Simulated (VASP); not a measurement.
Input of a VASP 6.6.1 run:

INCAR

```
SYSTEM = CuPd2F
PREC = Accurate ; ENCUT = 520
EDIFF = 1E-7 ; ISMEAR = 0
SIGMA = 0.1 ; LREAL = .FALSE.
LASPH = .TRUE. ; NELM = 150
ALGO = Normal ; ISIF = 2
LWAVE = .FALSE. ; LCHARG = .TRUE.
ISPIN = 2 ; MAGMOM = 1 0 0 0
LORBIT = 11 ; LMAXMIX = 4
GGA = PE ; LELF = .TRUE.
LVHAR = .TRUE. ; NBANDS = 31
```

KPOINTS

```
Automatic mesh
0
G
  6 6 6
  0 0 0
```

File POSCAR:

```
CuPd2F
1.0
   -2.4003678900      2.4003678900      2.2841897700
    2.4003678900     -2.4003678900      2.2841897700
    2.4003678900      2.4003678900     -2.2841897700
Cu Pd F
1 2 1
Direct
    0.0000000000      0.0000000000      0.0000000000
    0.5000000000      0.0000000000      0.5000000000
    0.0000000000      0.5000000000      0.5000000000
    0.5000000000      0.5000000000      0.0000000000
```

Potentials or basis: VASP PAW PBE potentials, release 64 (Cu, Pd, F).

The run is started by

```bash
$ cat potpaw_PBE.64/Cu/POTCAR potpaw_PBE.64/Pd/POTCAR potpaw_PBE.64/F/POTCAR > POTCAR
$ mpirun -np 1 vasp_std > vasp.out
```

What does it give for the net moment?

0.00 μB per cell.

What does it give for the pressure?

27.6 GPa.

Predict the band gap on the k mesh.

zero (filled and empty bands overlap).

Stress tensor (GPa, compression positive):
```
14.73  0.00  0.00
 0.00 14.73  0.00
 0.00  0.00 53.28
```

Caveat: the stress differs along the axes, from 15 to 53 GPa. With open d or f shells a metallic result of PBE can be an artefact of self-interaction; +U or a hybrid may open a gap.
